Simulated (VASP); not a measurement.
# W3C in VASP: notebook, part 2 of 2

VASP 6.6.1.

### 3 Single point, PBE

Contents of INCAR:

```
SYSTEM = W3C
PREC     = Accurate       ! precision mode
ENCUT    = 520            ! plane-wave cutoff, eV
EDIFF    = 1E-6           ! SCF threshold, eV
ISMEAR   = 0              ! smearing method
SIGMA    = 0.1            ! smearing width, eV
LREAL    = .False.        ! projectors in reciprocal space
LASPH    = .True.         ! aspherical terms in the spheres
NELM     = 80             ! most SCF steps
ALGO     = Normal         ! electronic algorithm
ISIF     = 2              ! what is computed and relaxed
LWAVE    = .False.        ! write WAVECAR
LCHARG   = .True.         ! write CHGCAR
LDIPOL   = .True.       
IDIPOL   = 3            
DIPOL    = 0.5 0.5 0.367
GGA      = PE             ! functional
LELF     = .True.         ! ELF
LVHAR    = .True.       
LVACPOTAV= .True.       
NBANDS   = 31             ! bands
```

Contents of KPOINTS:

```
regular mesh
0
Gamma
  9 9 1
  0 0 0
```

Contents of POSCAR:

```
W3C
1.0
    2.8545944806      0.0000000000      0.0000000000
   -1.4272972403      2.4721513377      0.0000000000
    0.0000000000      0.0000000000     21.6971108210
W C
3 1
Direct
    0.6666666667      0.3333333333      0.1843563428
    0.3333333333      0.6666666667      0.2926027619
    0.0000000000      0.0000000000      0.4008418859
    0.5555555556     -0.5555555556      0.5911898099
```

Potentials or basis: VASP PAW PBE potentials, release 64 (W_sv, C).

On the command line:

```sh
> cat potpaw_PBE.64/W_sv/POTCAR potpaw_PBE.64/C/POTCAR > POTCAR
> mpirun -np 1 vasp_std > vasp.out
```

OUTCAR:

```text
SYSTEM = W3C
   PREC = Accurate
   ENCUT = 520
   EDIFF = 1E-6
   ISMEAR = 0
   LREAL = .False.
   LASPH = .True.
   NELM = 80
   ISIF = 2
   GGA = PE

 ion  position               nearest neighbor table
   1  0.667  0.333  0.184-   2 2.87   2 2.87   2 2.87
   2  0.333  0.667  0.293-   3 2.87   3 2.87   3 2.87   1 2.87   1 2.87   1 2.87
   3  0.000  0.000  0.401-   2 2.87   2 2.87   2 2.87
   4  0.556  0.444  0.591-

  LATTYP: Found a hexagonal cell.
 ALAT       =     2.8545944806
[... 1012 lines left out ...]

 [... further k-points ...]
[... 5 lines left out ...]
  --------------------------------------------------------------------------------------
  -------------------------------------------------------------------------------------
  Total      -10.4401907    -10.4387960     -0.6720313      0.0012078     -0.0057737      0.0100004
  in kB     -109.2440097   -109.2294162     -7.0319978      0.0126384     -0.0604152      0.1046422
  external PRESSURE =     -75.1684746 kB  Pullay stress =       0.0000000 kB

 VOLUME and BASIS-vectors are now :
 -----------------------------------------------------------------------------
  energy-cutoff  :      520.00
  volume of cell :      153.12
      direct lattice vectors                 reciprocal lattice vectors
     2.854594481  0.000000000  0.000000000     0.350312455  0.202252990  0.000000000
    -1.427297240  2.472151338  0.000000000     0.000000000  0.404505980  0.000000000
     0.000000000  0.000000000 21.697110821     0.000000000  0.000000000  0.046089086

 POSITION                                       TOTAL-FORCE (eV/Angst)
 -----------------------------------------------------------------------------------
      1.42730      0.82405      4.00000        -0.001744      0.001007     -0.113543
     -0.00000      1.64810      6.34863        -0.001616      0.000933      0.095492
      0.00000      0.00000      8.69711         0.003869     -0.002234      0.241284
      0.95153      1.09873     12.82711        -0.000508      0.000294     -0.223233
 -----------------------------------------------------------------------------------
    total drift:                                0.000035     -0.000020     -0.000553

  FREE ENERGIE OF THE ION-ELECTRON SYSTEM (eV)
  ---------------------------------------------------
  free  energy   TOTEN  =       -37.5926663883 eV

  energy  without entropy=      -37.5491686738  energy(sigma->0) =      -37.57091753

 vacuum level on the upper side and lower side of the slab         6.336         5.518
```

OSZICAR:

```text
N       E                     dE             d eps       ncg     rms          rms(c)
DAV:   1     0.484763517703E+03    0.48476E+03   -0.28113E+04  1814   0.140E+03
DAV:   2    -0.205054569748E+02   -0.50527E+03   -0.49286E+03  1810   0.424E+02
DAV:   3    -0.394239230756E+02   -0.18918E+02   -0.17919E+02  1952   0.820E+01
[... 26 lines left out ...]
DAV:  30    -0.375926309997E+02    0.20266E-04   -0.33144E-05  1667   0.300E-02    0.266E-02
DAV:  31    -0.375926446610E+02   -0.13661E-04   -0.80715E-06  1688   0.150E-02    0.184E-02
DAV:  32    -0.375926613394E+02   -0.16678E-04   -0.15740E-05  1644   0.157E-02    0.606E-03
DAV:  33    -0.375926653993E+02   -0.40599E-05   -0.16059E-06  1315   0.663E-03    0.661E-03
DAV:  34    -0.375926663883E+02   -0.98901E-06   -0.44102E-07  1023   0.350E-03
   1 F= -.37592666E+02 E0= -.37570918E+02  d E =-.434977E-01
```

stdout:

```text
POSCAR found type information on POSCAR W C
 POSCAR found :  2 types and       4 ions
 scaLAPACK will be used
 LDA part: xc-table for (Slater+PW92), standard interpolation
 POSCAR, INCAR and KPOINTS ok, starting setup
 FFT: planning ... GRIDC
 FFT: planning ... GRID_SOFT
 FFT: planning ... GRID
 WAVECAR not read
 entering main loop
 -----------------------------------------------------------------------------
|                                                                             |
|           W    W    AA    RRRRR   N    N  II  N    N   GGGG   !!!           |
|           W    W   A  A   R    R  NN   N  II  NN   N  G    G  !!!           |
|           W    W  A    A  R    R  N N  N  II  N N  N  G       !!!           |
|           W WW W  AAAAAA  RRRRR   N  N N  II  N  N N  G  GGG   !            |
|           WW  WW  A    A  R   R   N   NN  II  N   NN  G    G                |
|           W    W  A    A  R    R  N    N  II  N    N   GGGG   !!!           |
|                                                                             |
|     Did not find any points to average over, which means that no vacuum     |
|     field-free region was found. Please increase the size of  your cell     |
|     in the dimension of the dipole correction to obtain accurate            |
|     workfunction values.                                                    |
|                                                                             |
 -----------------------------------------------------------------------------
```

It took 3.4 min on 1 thread of AMD EPYC 9R45 (Zen 5), shared host; peak memory 0.31 GiB.

What came out:

```yaml
Free_energy: -37.5927 eV
Largest_force: 0.241 eV/Å
Band_gap_on_the_k_mesh: zero (bands 23 and 24 overlap by 1.26 eV)
```

Forces on the atoms (eV/Å):
```
W   -0.002  0.001 -0.114
W   -0.002  0.001  0.095
W    0.004 -0.002  0.241
C   -0.001  0.000 -0.223
```

Caveat: spin-orbit coupling is left out, which moves the levels of the heavy elements.

### 4 Single point, PBE

Contents of INCAR:

```
PREC     = Accurate       # precision mode
ENCUT    = 520            # plane-wave cutoff, eV
EDIFF    = 1E-6           # SCF threshold, eV
ISMEAR   = 0              # smearing method
SIGMA    = 0.1            # smearing width, eV
LREAL    = F              # projectors in reciprocal space
LASPH    = T              # aspherical terms in the spheres
NELM     = 80             # most SCF steps
ALGO     = Normal         # electronic algorithm
ISIF     = 2              # what is computed and relaxed
LWAVE    = F              # write WAVECAR
LCHARG   = F              # write CHGCAR
LDIPOL   = T            
IDIPOL   = 3            
DIPOL    = 0.5 0.5 0.344
GGA      = PE             # functional
NBANDS   = 31             # bands
```

Contents of KPOINTS:

```
regular mesh
0
Gamma
  9 9 1
```

Changes to POSCAR since step 3:

```diff
@@ -11,2 +11,2 @@
     0.0000000000      0.0000000000      0.4008418859
-    0.5555555556     -0.5555555556      0.5911898099
+    0.7777777778     -0.7777777778      0.4980898568
```

Potentials or basis: VASP PAW PBE potentials, release 64 (W_sv, C).

On the command line:

```sh
> cat potpaw_PBE.64/W_sv/POTCAR potpaw_PBE.64/C/POTCAR > POTCAR
> mpirun -np 1 vasp_std > vasp.out
```

OUTCAR:

```text
PREC = Accurate
   ENCUT = 520
   EDIFF = 1E-6
   ISMEAR = 0
   LREAL = F
   LASPH = T
   NELM = 80
   ISIF = 2
   GGA = PE

 ion  position               nearest neighbor table
   1  0.667  0.333  0.184-   2 2.87   2 2.87   2 2.87
   2  0.333  0.667  0.293-   3 2.87   3 2.87   3 2.87   1 2.87   1 2.87   1 2.87
   3  0.000  0.000  0.401-   4 2.38   2 2.87   2 2.87   2 2.87
   4  0.778  0.222  0.498-   3 2.38

  LATTYP: Found a hexagonal cell.
 ALAT       =     2.8545944806
 C/A-ratio  =     7.6007681541

  Lattice vectors:

[... 1018 lines left out ...]
  -------------------------------------------------------------------------------------
  Total       -7.6041221     -7.2246524     -5.7244589      0.3286305     -0.6277331      1.0872661
  in kB      -79.5679711    -75.5972774    -59.8995608      3.4387216     -6.5684700     11.3769287
  external PRESSURE =     -71.6882698 kB  Pullay stress =       0.0000000 kB

 VOLUME and BASIS-vectors are now :
 -----------------------------------------------------------------------------
  energy-cutoff  :      520.00
  volume of cell :      153.12
      direct lattice vectors                 reciprocal lattice vectors
     2.854594481  0.000000000  0.000000000     0.350312455  0.202252990  0.000000000
    -1.427297240  2.472151338  0.000000000     0.000000000  0.404505980  0.000000000
     0.000000000  0.000000000 21.697110821     0.000000000  0.000000000  0.046089086

 POSITION                                       TOTAL-FORCE (eV/Angst)
 -----------------------------------------------------------------------------------
      1.42730      0.82405      4.00000        -0.052414      0.030261     -0.097405
     -0.00000      1.64810      6.34863        -0.054791      0.031634     -0.150742
      0.00000      0.00000      8.69711        -0.230377      0.133008      3.330400
      1.90306      0.54937     10.80711         0.337582     -0.194903     -3.082253
 -----------------------------------------------------------------------------------
    total drift:                               -0.000010      0.000006     -0.000589

  FREE ENERGIE OF THE ION-ELECTRON SYSTEM (eV)
  ---------------------------------------------------
  free  energy   TOTEN  =       -40.4747211336 eV

  energy  without entropy=      -40.4487113711  energy(sigma->0) =      -40.46171625

 vacuum level on the upper side and lower side of the slab         7.023         4.943
```

OSZICAR:

```text
N       E                     dE             d eps       ncg     rms          rms(c)
DAV:   1     0.494265735358E+03    0.49427E+03   -0.28243E+04  1798   0.140E+03
DAV:   2    -0.232176052944E+02   -0.51748E+03   -0.50619E+03  1828   0.428E+02
DAV:   3    -0.424584693672E+02   -0.19241E+02   -0.18400E+02  1968   0.830E+01
[... 20 lines left out ...]
DAV:  24    -0.404746944226E+02   -0.97521E-05   -0.27794E-06  1236   0.827E-03    0.232E-03
DAV:  25    -0.404747042235E+02   -0.98008E-05   -0.69639E-07  1232   0.562E-03    0.300E-03
DAV:  26    -0.404747099133E+02   -0.56898E-05   -0.53679E-07  1082   0.504E-03    0.178E-03
DAV:  27    -0.404747167466E+02   -0.68333E-05   -0.30410E-07  1017   0.295E-03    0.119E-03
DAV:  28    -0.404747203253E+02   -0.35788E-05   -0.20523E-07  1004   0.148E-03    0.569E-04
DAV:  29    -0.404747211336E+02   -0.80823E-06   -0.56444E-08   945   0.858E-04
   1 F= -.40474721E+02 E0= -.40461716E+02  d E =-.260098E-01
```

stdout:

```text
POSCAR found type information on POSCAR W C
 POSCAR found :  2 types and       4 ions
 scaLAPACK will be used
 LDA part: xc-table for (Slater+PW92), standard interpolation
 POSCAR, INCAR and KPOINTS ok, starting setup
 FFT: planning ... GRIDC
 FFT: planning ... GRID_SOFT
 FFT: planning ... GRID
 WAVECAR not read
 entering main loop
```

Wall time 2.3 min (1 thread of AMD EPYC 9R45 (Zen 5), shared host); peak memory 0.31 GiB.

What came out:

| Property | Result |
| --- | --- |
| Free energy | -40.4747 eV |
| Largest force | 3.341 eV/Å |
| Band gap on the k mesh | zero (bands 23 and 24 overlap by 0.97 eV) |

Forces on the atoms (eV/Å):
```
W   -0.052  0.030 -0.097
W   -0.055  0.032 -0.151
W   -0.230  0.133  3.330
C    0.338 -0.195 -3.082
```

Levels at points of the mesh, in eV from the Fermi level:
```csv
k point,band 21,band 22,band 23,band 24,band 25,band 26
"(0.00, 0.00, 0.00)",-0.51,-0.27,-0.21,0.03,0.04,0.24
```

Caveat: spin-orbit coupling is left out, which moves the levels of the heavy elements.

### 5 The runs side by side

```csv
cell,gap on the mesh (eV),largest force (eV/Å)
"as given, atomic positions A",none,1.60
"as given, atomic positions B",none,0.24
"as given, atomic positions C",none,3.34
```

Alike in all rows: task single point; level PBE; potentials or basis VASP PAW PBE potentials, release 64 (W_sv, C); no spin polarisation; k mesh 9 × 9 × 1; cutoff (eV) 520; smearing gaussian 0.1 eV.

Caveats: spin-orbit coupling is left out, which moves the levels of the heavy elements.

Absolute energies hang on the potentials; compare differences alone.
